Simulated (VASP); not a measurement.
Set up this calculation in VASP 6.6.1, as the native input.

```yaml
Task: single point
Functional: r2SCAN
Potentials_or_basis: VASP PAW PBE potentials, release 64 (Nb_sv, Ru_pv)
Cutoff: 520 eV
k_mesh: 16 × 16 × 14
Occupations: gaussian, width 0.15 eV
Spin: no spin polarisation
Dipole_correction: no
Further_INCAR_settings: ALGO = Normal; EDIFF = 1e-06; NBANDS = 20
```

NbRu:

```xyz
2
Lattice="3.0750 0.0000 0.0000 0.0000 3.0750 0.0000 0.0000 0.0000 3.2955" Properties=species:S:1:pos:R:3 pbc="T T T"
Nb    0.0000    0.0000    0.0000
Ru    1.5375    1.5375    1.6478
```

This cell differs from its parent crystal: strain +0.025 along x and y, -0.025 along z.

One way to write it, as run:

POSCAR

```
NbRu
1.0
    3.0750000000      0.0000000000      0.0000000000
    0.0000000000      3.0750000000      0.0000000000
    0.0000000000      0.0000000000      3.2955000000
Nb Ru
1 1
Direct
    0.0000000000      0.0000000000      0.0000000000
    0.5000000000      0.5000000000      0.5000000000
```

INCAR.step1

```
SYSTEM = NbRu
PREC = Accurate
ENCUT = 520
ISMEAR = 0
SIGMA = 0.15
LREAL = .False.
LASPH = .True.
NELM = 100
NBANDS = 20
GGA = PE
ALGO = Normal
EDIFF = 1E-4
LWAVE = .True.
LCHARG = .False.
```

INCAR.step2

```
SYSTEM = NbRu
PREC = Accurate
ENCUT = 520
EDIFF = 1E-6
ISMEAR = 0
SIGMA = 0.15
LREAL = .False.
LASPH = .True.
NELM = 100
ALGO = Normal
ISIF = 2
LWAVE = .False.
LCHARG = .False.
METAGGA = R2SCAN
LMIXTAU = .True.
NBANDS = 20
ISTART = 1
```

KPOINTS

```
Automatic mesh
0
Gamma
  16 16 14
  0 0 0
```

Potentials or basis: VASP PAW PBE potentials, release 64 (Nb_sv, Ru_pv).

The run is started by

```bash
$ cat potpaw_PBE.64/Nb_sv/POTCAR potpaw_PBE.64/Ru_pv/POTCAR > POTCAR
$ cp INCAR.step1 INCAR
$ mpirun -np 1 vasp_std > vasp.out
$ cp INCAR.step2 INCAR
$ mpirun -np 1 vasp_std > vasp.out
```

Results of the run:

- Pressure: 3.5 GPa

Caveat: the cell differs from its parent crystal (strain +0.025 along x and y, -0.025 along z); the PAW data sets were made with another functional, which shifts forces and pressure a little.

It took 22 min on 1 thread of AMD EPYC 7R13, on a shared host, peak memory 0.3 GiB.
